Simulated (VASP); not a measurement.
# Sb (P2_1/m) in VASP: notebook, part 2 of 3

VASP 6.6.1. Earlier steps stand in the parts before.

**3. Single point, LDA**

This run uses another cell than the first one, of 31.21 Å³/atom, 0.980 times its volume.

Input file INCAR:

```
PREC = Accurate
ENCUT = 500
EDIFF = 1E-6
ISMEAR = -1
SIGMA = 0.05
LREAL = F
LASPH = T
NELM = 120
ALGO = Normal
ISIF = 2
LWAVE = F
LCHARG = F
NBANDS = 38
GGA_COMPAT = F
```

Input file KPOINTS:

```
regular mesh
0
Gamma
  6 6 4
```

Input file POSCAR:

```
Sb
1.0
    4.4973118361      0.0000000000      0.0000000000
    0.0000000000      4.3914272939      0.0000000000
   -1.3116561893      0.0000000000      6.3216329680
Sb
4
Direct
    0.3399300000      0.2500000000      0.6836700000
    0.9366380000      0.7500000000      0.7627580000
    0.0633620000      0.2500000000      0.2372420000
    0.6600700000      0.7500000000      0.3163300000
```

Potentials or basis: VASP PAW LDA potentials, release 64 (Sb_d_GW).

On the command line:

```
> cat potpaw_LDA.64/Sb_d_GW/POTCAR > POTCAR
> mpirun -np 1 vasp_std > vasp.out
```

OUTCAR:

```text
PREC = Accurate
   ENCUT = 500
   EDIFF = 1E-6
   ISMEAR = -1
   LREAL = F
   LASPH = T
   NELM = 120
   ISIF = 2

 ion  position               nearest neighbor table
   1  0.340  0.250  0.684-   3 2.90   2 2.96   2 2.96   2 3.42   2 3.42
   2  0.937  0.750  0.763-   4 2.90   1 2.96   1 2.96   1 3.42   1 3.42
   3  0.063  0.250  0.237-   1 2.90   4 2.96   4 2.96   4 3.42   4 3.42
   4  0.660  0.750  0.316-   2 2.90   3 2.96   3 2.96   3 3.42   3 3.42

  LATTYP: Found a simple monoclinic cell.
 ALAT       =     4.4973118361
 B/A-ratio  =     0.9764560373
 C/A-ratio  =     1.4355853266
 COS(beta)  =    -0.2031599047

  Lattice vectors:

 A1 = (   4.4973118361,   0.0000000000,   0.0000000000)
 A2 = (   0.0000000000,   4.3914272939,   0.0000000000)
 A3 = (  -1.3116561893,   0.0000000000,   6.3216329680)

Analysis of symmetry for initial positions (statically):
=====================================================================
 Subroutine PRICEL returns:
 Original cell was already a primitive cell.

 Routine SETGRP: Setting up the symmetry group for a
 simple monoclinic supercell.
[... 167 lines left out ...]
  ext. energy  EPLUGINS =         0.00000000
  ---------------------------------------------------
  free energy    TOTEN  =       -18.74358768 eV

  energy without entropy =      -18.73448983  energy(sigma->0) =      -18.73903876

 E-fermi :   4.5987     XC(G=0): -10.0080

 val. band max:        4.4837592875   @ k =   0.3333   0.0000   0.5000
 cond. band min:       4.6071097849   @ k =  -0.1667   0.0000   0.2500
 fundamental gap:      0.1233504973
 Fermi energy:         4.5986861214

 k-point     1 :       0.0000    0.0000    0.0000
  band No.  band energies     occupation
      1     -24.4928      2.00000
      2     -24.4883      2.00000
      3     -24.4863      2.00000
      4     -24.4439      2.00000
      5     -24.4364      2.00000
      6     -24.4256      2.00000
[... 973 lines left out ...]
     37       9.2865      0.00000
     38      10.1445      0.00000

 [... further k-points ...]
[... 5 lines left out ...]
  --------------------------------------------------------------------------------------
  -------------------------------------------------------------------------------------
  Total       -2.0735269     -2.4299888     -1.6752301      0.0000000      0.0000000      0.3004104
  in kB      -26.6092285    -31.1836446    -21.4979519      0.0000000      0.0000000      3.8551177
  external PRESSURE =     -26.4302750 kB  Pullay stress =       0.0000000 kB

 VOLUME and BASIS-vectors are now :
 -----------------------------------------------------------------------------
  energy-cutoff  :      500.00
  volume of cell :      124.85
      direct lattice vectors                 reciprocal lattice vectors
     4.497311836  0.000000000  0.000000000     0.222355050  0.000000000  0.046135766
     0.000000000  4.391427294  0.000000000     0.000000000  0.227716397  0.000000000
    -1.311656189  0.000000000  6.321632968     0.000000000  0.000000000  0.158186976

 POSITION                                       TOTAL-FORCE (eV/Angst)
 -----------------------------------------------------------------------------------
      0.63203      1.09786      4.32191        -0.083588      0.000000      0.085730
      3.21188      3.29357      4.82188         0.116257      0.000000     -0.044900
     -0.02622      1.09786      1.49976        -0.116257     -0.000000      0.044900
      2.55362      3.29357      1.99972         0.083588      0.000000     -0.085730
 -----------------------------------------------------------------------------------
    total drift:                                0.000000     -0.000000     -0.000000

  FREE ENERGIE OF THE ION-ELECTRON SYSTEM (eV)
  ---------------------------------------------------
  free  energy   TOTEN  =       -18.7435876849 eV

  energy  without entropy=      -18.7344898272  energy(sigma->0) =      -18.73903876
```

OSZICAR:

```text
N       E                     dE             d eps       ncg     rms          rms(c)
DAV:   1     0.658429953909E+03    0.65843E+03   -0.16459E+04  5988   0.155E+04
DAV:   2     0.206250588405E+03   -0.45218E+03   -0.43699E+03  7392   0.230E+03
DAV:   3     0.147351765342E+02   -0.19152E+03   -0.18801E+03  8480   0.550E+02
DAV:   4    -0.152959393151E+02   -0.30031E+02   -0.29611E+02  8466   0.209E+02
DAV:   5    -0.183687659386E+02   -0.30728E+01   -0.30541E+01  7628   0.139E+02    0.426E+00
DAV:   6    -0.187402995253E+02   -0.37153E+00   -0.42725E+00  8350   0.466E+01    0.341E+00
DAV:   7    -0.187441342504E+02   -0.38347E-02   -0.22955E-01  7994   0.109E+01    0.144E+00
DAV:   8    -0.187434698692E+02    0.66438E-03   -0.19223E-02  8464   0.602E+00    0.210E-01
DAV:   9    -0.187435709929E+02   -0.10112E-03   -0.18217E-03  8312   0.240E+00    0.698E-02
DAV:  10    -0.187435884440E+02   -0.17451E-04   -0.19295E-04  8480   0.457E-01    0.272E-02
DAV:  11    -0.187435876849E+02    0.75912E-06   -0.54446E-06  4832   0.421E-01
   1 F= -.18743588E+02 E0= -.18739039E+02  d E =-.909786E-02
```

It took 94 s on 1 thread of Intel Xeon 6975P-C (Granite Rapids), shared host; peak memory 0.33 GiB.

What came out:

```yaml
Free_energy: -18.7436 eV
Pressure: -2.6 GPa
Largest_force: 0.125 eV/Å
Band_gap_on_the_k_mesh: zero (band 30 reaches 4.80 eV, above the bottom of band 31 at 4.24 eV)
```

Forces on the atoms (eV/Å):
```
Sb  -0.084  0.000  0.086
Sb   0.116  0.000 -0.045
Sb  -0.116  0.000  0.045
Sb   0.084  0.000 -0.086
```

Levels at points of the mesh, in eV from the Fermi level:
```tsv
k point	band 28	band 29	band 30	band 31	band 32	band 33
(0.00, 0.00, 0.00)	-2.17	-1.39	-0.13	2.04	2.74	2.97
(0.50, 0.00, 0.00)	-1.10	-0.91	-0.69	0.28	1.13	1.31
(0.00, 0.50, 0.00)	-1.42	-1.12	-1.12	0.42	0.42	1.31
(0.50, 0.50, 0.00)	-3.57	-2.32	-2.32	0.80	0.80	5.05
(0.00, 0.00, 0.50)	-2.16	-1.76	-1.60	0.64	1.86	2.20
(0.50, 0.00, 0.50)	-1.04	-0.87	-0.71	-0.36	0.76	1.07
(0.00, 0.50, 0.50)	-1.63	-0.86	-0.86	0.12	0.12	0.95
(0.50, 0.50, 0.50)	-3.90	-1.28	-1.28	1.95	1.95	3.60
```

Caveat: spin-orbit coupling is left out, which moves the levels of the heavy elements.

**4. Single point, LDA**

This run uses another cell than the first one, of 32.49 Å³/atom, 1.020 times its volume.

Input file INCAR:

```
ALGO = Normal
EDIFF = 1E-6
ENCUT = 500
GGA_COMPAT = False
ISIF = 2
ISMEAR = -1
LASPH = True
LCHARG = False
LREAL = False
LWAVE = False
NBANDS = 38
NELM = 120
PREC = Accurate
SIGMA = 0.05
```

Input file KPOINTS:

```
k-points
0
Gamma
  6 6 4
```

Input file POSCAR:

```
Sb
1.0
    4.5576856421      0.0000000000      0.0000000000
    0.0000000000      4.4503796612      0.0000000000
   -1.3292644138      0.0000000000      6.4064972283
Sb
4
Direct
    0.3399300000      0.2500000000      0.6836700000
    0.9366380000      0.7500000000      0.7627580000
    0.0633620000      0.2500000000      0.2372420000
    0.6600700000      0.7500000000      0.3163300000
```

Potentials or basis: VASP PAW LDA potentials, release 64 (Sb_d_GW).

On the command line:

```
> cat potpaw_LDA.64/Sb_d_GW/POTCAR > POTCAR
> mpirun -np 1 vasp_std > vasp.out
```

OUTCAR:

```text
EDIFF = 1E-6
   ENCUT = 500
   ISIF = 2
   ISMEAR = -1
   LASPH = True
   LREAL = False
   NELM = 120
   PREC = Accurate

 ion  position               nearest neighbor table
   1  0.340  0.250  0.684-   3 2.94   2 3.00   2 3.00
   2  0.937  0.750  0.763-   4 2.94   1 3.00   1 3.00
   3  0.063  0.250  0.237-   1 2.94   4 3.00   4 3.00
   4  0.660  0.750  0.316-   2 2.94   3 3.00   3 3.00

  LATTYP: Found a simple monoclinic cell.
 ALAT       =     4.5576856421
 B/A-ratio  =     0.9764560373
 C/A-ratio  =     1.4355853266
 COS(beta)  =    -0.2031599047

  Lattice vectors:

 A1 = (   4.5576856421,   0.0000000000,   0.0000000000)
 A2 = (   0.0000000000,   4.4503796612,   0.0000000000)
 A3 = (  -1.3292644138,   0.0000000000,   6.4064972283)

Analysis of symmetry for initial positions (statically):
=====================================================================
 Subroutine PRICEL returns:
 Original cell was already a primitive cell.

 Routine SETGRP: Setting up the symmetry group for a
 simple monoclinic supercell.

 Subroutine GETGRP returns: Found  4 space group operations
 (whereof  2 operations were pure point group operations)
 out of a pool of  4 trial point group operations.

The static configuration has the point symmetry S_2 .
 The point group associated with its full space group is C_2h.

Analysis of symmetry for dynamics (positions and initial velocities):
=====================================================================
 Subroutine PRICEL returns:
 Original cell was already a primitive cell.

 Routine SETGRP: Setting up the symmetry group for a
 simple monoclinic supercell.

 Subroutine GETGRP returns: Found  4 space group operations
 (whereof  2 operations were pure point group operations)
 out of a pool of  4 trial point group operations.

The dynamic configuration has the point symmetry S_2 .
 The point group associated with its full space group is C_2h.

 Subroutine INISYM returns: Found  4 space group operations
 (whereof  2 operations are pure point group operations),
 and found     1 'primitive' translations

----------------------------------------------------------------------------------------

                                     Primitive cell

  volume of cell :     129.9457

  direct lattice vectors                    reciprocal lattice vectors
     4.557685642  0.000000000  0.000000000     0.219409604  0.000000000  0.045524624
     0.000000000  4.450379661  0.000000000     0.000000000  0.224699930  0.000000000
    -1.329264414  0.000000000  6.406497228     0.000000000  0.000000000  0.156091537

  length of vectors
     4.557685642  4.450379661  6.542946631     0.224082720  0.224699930  0.156091537

  position of ions in fractional coordinates (direct lattice)
     0.339930000  0.250000000  0.683670000
     0.936638000  0.750000000  0.762758000
     0.063362000  0.250000000  0.237242000
     0.660070000  0.750000000  0.316330000

  ion indices of the primitive-cell ions
   primitive index   ion index
                 1           1
                 2           2
                 3           3
                 4           4

----------------------------------------------------------------------------------------

 KPOINTS: k-points

Automatic generation of k-mesh.
 Grid dimensions read from file:
 generate k-points for:    6    6    4

 Generating k-lattice:

  Cartesian coordinates                     Fractional coordinates (reciprocal lattice)
     0.036568267  0.000000000  0.007587437     0.166666667  0.000000000  0.000000000
     0.000000000  0.037449988  0.000000000     0.000000000  0.166666667  0.000000000
     0.000000000  0.000000000  0.039022884     0.000000000  0.000000000  0.250000000

  Length of vectors
     0.037347120  0.037449988  0.039022884

  Shift w.r.t. Gamma in fractional coordinates (k-lattice)
     0.000000000  0.000000000  0.000000000

 Subroutine IBZKPT returns following result:
 ===========================================

 Found     56 irreducible k-points:

 Following reciprocal coordinates:
            Coordinates               Weight
  0.000000  0.000000  0.000000      1.000000
  0.166667  0.000000  0.000000      2.000000
  0.333333  0.000000  0.000000      2.000000
  0.500000  0.000000  0.000000      1.000000
  0.000000  0.166667  0.000000      2.000000
  0.166667  0.166667  0.000000      4.000000
[... 16 lines left out ...]
  0.000000  0.166667  0.250000      4.000000
  0.166667  0.166667  0.250000      4.000000
 [... further k-points ...]
   k-points           NKPTS =     56   k-points in BZ     NKDIM =     56   number of bands    NBANDS=     38
   number of dos      NEDOS =    301   number of ions     NIONS =      4
   total plane-waves  NPLWV =  55296
   dimension x,y,z NGX =    36 NGY =   32 NGZ =   48
   dimension x,y,z NGXF=    72 NGYF=   64 NGZF=   96
   ions per type =               4
   NGX,Y,Z   is equivalent  to a cutoff of  13.13, 11.95, 12.20 a.u.
   NGXF,Y,Z  is equivalent  to a cutoff of  26.26, 23.91, 24.39 a.u.
 SYSTEM =  unknown system
   PREC   = accura    normal or accurate (medium, high low for compatibility)
   ISTART =      0    job   : 0-new  1-cont  2-samecut
   ICHARG =      2    charge: 1-file 2-atom 10-const
   ISPIN  =      1    spin polarized calculation?
   LNONCOLLINEAR =      F non collinear calculations
   LSORBIT =      F    spin-orbit coupling
   LASPH  =      T    aspherical Exc in radial PAW
   ENCUT  =  500.0 eV  36.75 Ry    6.06 a.u.   8.31  8.11 11.93*2*pi/ulx,y,z
   NELM   =    120;   NELMIN=  2; NELMDL= -5     # of ELM steps
   EDIFF  = 0.1E-05   stopping-criterion for ELM
   LREAL  =      F    real-space projection
   EDIFFG = 0.1E-04   stopping-criterion for IOM
   NSW    =      0    number of steps for IOM
   IBRION =     -1    ionic relax: 0-MD 1-quasi-New 2-CG
   NFREE  =      0    steps in history (QN), initial steepest desc. (CG)
   ISIF   =      2    stress and relaxation
   ISYM   =      2    0-nonsym 1-usesym 2-fastsym
   POTIM  = 0.5000    time-step for ionic-motion
   TEBEG  =    0.0;   TEEND  =   0.0 temperature during run
   PSTRESS=    0.0 pullay stress
   NELECT =      60.0000    total number of electrons
   NUPDOWN=      -1.0000    fix difference up-down
   EMIN   =  10.00;   EMAX   =-10.00  energy-range for DOS
   EFERMI =   0.00;   METHOD = LEGACY
   ISMEAR =    -1;   SIGMA  =   0.05  broadening in eV -4-tet -1-fermi 0-gaus
   EFERMI_NEDOS =   21; number of points for ismear=-14 and -15
   IALGO  =     38    algorithm
   IMIX   =      4    mixing-type and parameters
     AMIX     =   0.40;   BMIX     =  1.00
     AMIX_MAG =   1.60;   BMIX_MAG =  1.00
  volume/ion in A,a.u.               =      32.49       219.23
  Fermi-wavevector in a.u.,A,eV,Ry     =   1.265332  2.391131 21.783819  1.601066
  Thomas-Fermi vector in A             =   2.398591
   LORBIT       =      0    0 simple, 1 ext, 2 COOP (PROOUT), +10 PAW based schemes
   GGA     = CA    functional components
   LHFCALC =     F    Hartree Fock is set to
   AEXX    =    0.0000 exact exchange contribution
   IVDW    =     0    specifies the selected vdW correction
   LEPSILON=     F    determine dielectric tensor
   LRPA    =     F    only Hartree local field effects (RPA)
 non-spin polarized calculation
  energy-cutoff  :      500.00
  volume of cell :      129.95
 maximum number of plane-waves:      3319
 NGX is ok and might be reduce to    36
   NGX = 17   NGY = 17   NGZ = 23

 number of electron      59.9999974 magnetization

 Free energy of the ion-electron system (eV)
  ---------------------------------------------------
  ext. energy  EPLUGINS =         0.00000000
  ---------------------------------------------------
  free energy    TOTEN  =       -18.63739375 eV

  energy without entropy =      -18.62746546  energy(sigma->0) =      -18.63242960

 E-fermi :   4.1869     XC(G=0):  -9.8268

 val. band max:        4.1453489481   @ k =   0.3333   0.0000   0.0000
 cond. band min:       4.1909658656   @ k =  -0.1667   0.0000   0.2500
 fundamental gap:      0.0456169174
 Fermi energy:         4.1869065932

 k-point     1 :       0.0000    0.0000    0.0000
  band No.  band energies     occupation
      1     -24.8368      2.00000
      2     -24.8322      2.00000
      3     -24.8312      2.00000
      4     -24.7959      2.00000
      5     -24.7887      2.00000
      6     -24.7775      2.00000
[... 30 lines left out ...]
     37       8.1310      0.00000
     38       9.7214      0.00000
[... 941 lines left out ...]
     37       8.7776      0.00000
     38       9.7409      0.00000

 [... further k-points ...]
[... 5 lines left out ...]
  --------------------------------------------------------------------------------------
  -------------------------------------------------------------------------------------
  Total       -3.3685731     -3.9468898     -2.9613173      0.0000000      0.0000000      0.2665346
  in kB      -41.5331135    -48.6635189    -36.5118178      0.0000000      0.0000000      3.2862618
  external PRESSURE =     -42.2361501 kB  Pullay stress =       0.0000000 kB

 VOLUME and BASIS-vectors are now :
 -----------------------------------------------------------------------------
  energy-cutoff  :      500.00
  volume of cell :      129.95
      direct lattice vectors                 reciprocal lattice vectors
     4.557685642  0.000000000  0.000000000     0.219409604  0.000000000  0.045524624
     0.000000000  4.450379661  0.000000000     0.000000000  0.224699930  0.000000000
    -1.329264414  0.000000000  6.406497228     0.000000000  0.000000000  0.156091537

 POSITION                                       TOTAL-FORCE (eV/Angst)
 -----------------------------------------------------------------------------------
      0.64052      1.11259      4.37993        -0.261693      0.000000     -0.040865
      3.25499      3.33778      4.88661         0.220085      0.000000     -0.254364
     -0.02657      1.11259      1.51989        -0.220085     -0.000000      0.254364
      2.58791      3.33778      2.02657         0.261693      0.000000      0.040865
 -----------------------------------------------------------------------------------
    total drift:                                0.000000     -0.000000     -0.000000

  FREE ENERGIE OF THE ION-ELECTRON SYSTEM (eV)
  ---------------------------------------------------
  free  energy   TOTEN  =       -18.6373937457 eV

  energy  without entropy=      -18.6274654621  energy(sigma->0) =      -18.63242960
```

OSZICAR:

```text
N       E                     dE             d eps       ncg     rms          rms(c)
DAV:   1     0.664176722747E+03    0.66418E+03   -0.16555E+04  5974   0.156E+04
DAV:   2     0.213543847924E+03   -0.45063E+03   -0.43539E+03  7326   0.231E+03
DAV:   3     0.164302790529E+02   -0.19711E+03   -0.19340E+03  8482   0.551E+02
DAV:   4    -0.149245781165E+02   -0.31355E+02   -0.30959E+02  8468   0.212E+02
DAV:   5    -0.181843956358E+02   -0.32598E+01   -0.32410E+01  7654   0.143E+02    0.380E+00
DAV:   6    -0.186310950279E+02   -0.44670E+00   -0.50191E+00  8356   0.494E+01    0.316E+00
DAV:   7    -0.186392891321E+02   -0.81941E-02   -0.23613E-01  7828   0.108E+01    0.171E+00
DAV:   8    -0.186372301460E+02    0.20590E-02   -0.23852E-02  8480   0.629E+00    0.166E-01
DAV:   9    -0.186373648854E+02   -0.13474E-03   -0.24293E-03  8256   0.346E+00    0.724E-02
DAV:  10    -0.186373927137E+02   -0.27828E-04   -0.33007E-04  8416   0.580E-01    0.399E-02
DAV:  11    -0.186373938952E+02   -0.11815E-05   -0.15966E-05  7368   0.488E-01    0.684E-03
DAV:  12    -0.186373937457E+02    0.14951E-06   -0.18327E-06  3384   0.673E-02
   1 F= -.18637394E+02 E0= -.18632430E+02  d E =-.992828E-02
```

stdout:

```text
POSCAR found type information on POSCAR Sb
 POSCAR found :  1 types and       4 ions
 scaLAPACK will be used
 LDA part: xc-table for (Slater(with rela. corr.)+CA(PZ))
 , standard interpolation
 POSCAR, INCAR and KPOINTS ok, starting setup
 FFT: planning ... GRIDC
 FFT: planning ... GRID_SOFT
 FFT: planning ... GRID
 WAVECAR not read
 entering main loop
```

It took 1.7 min on 1 thread of Intel Xeon 6975P-C (Granite Rapids), shared host; peak memory 0.34 GiB.

Results:

```
Free energy            : -18.6374 eV
Pressure               : -4.2 GPa
Largest force          : 0.336 eV/Å
Band gap on the k mesh : zero (band 30 reaches 4.35 eV, above the bottom of band 31 at 3.90 eV)
```

Forces in eV/Å, atoms in the order of the input:
```
Sb  -0.262  0.000 -0.041
Sb   0.220  0.000 -0.254
Sb  -0.220  0.000  0.254
Sb   0.262  0.000  0.041
```

Levels at points of the mesh, in eV from the Fermi level:
```csv
k point,band 27,band 28,band 29,band 30,band 31,band 32,band 33,band 34
"(0.00, 0.00, 0.00)",-2.67,-2.06,-1.31,-0.13,2.10,2.71,2.88,2.97
"(0.50, 0.00, 0.00)",-2.00,-1.05,-0.84,-0.67,0.31,1.06,1.21,1.44
"(0.00, 0.50, 0.00)",-1.35,-1.35,-1.03,-1.03,0.41,0.41,1.31,1.31
"(0.50, 0.50, 0.00)",-3.38,-3.38,-2.20,-2.20,0.88,0.88,4.84,4.84
"(0.00, 0.00, 0.50)",-2.36,-2.04,-1.67,-1.49,0.65,1.89,2.21,2.93
"(0.50, 0.00, 0.50)",-1.68,-0.97,-0.84,-0.70,-0.28,0.75,1.04,1.22
"(0.00, 0.50, 0.50)",-1.58,-1.58,-0.79,-0.79,0.11,0.11,0.97,0.97
"(0.50, 0.50, 0.50)",-3.70,-3.70,-1.22,-1.22,1.93,1.93,3.56,3.56
```

Caveat: spin-orbit coupling is left out, which moves the levels of the heavy elements.

(Part 2 of 3 ends here.)
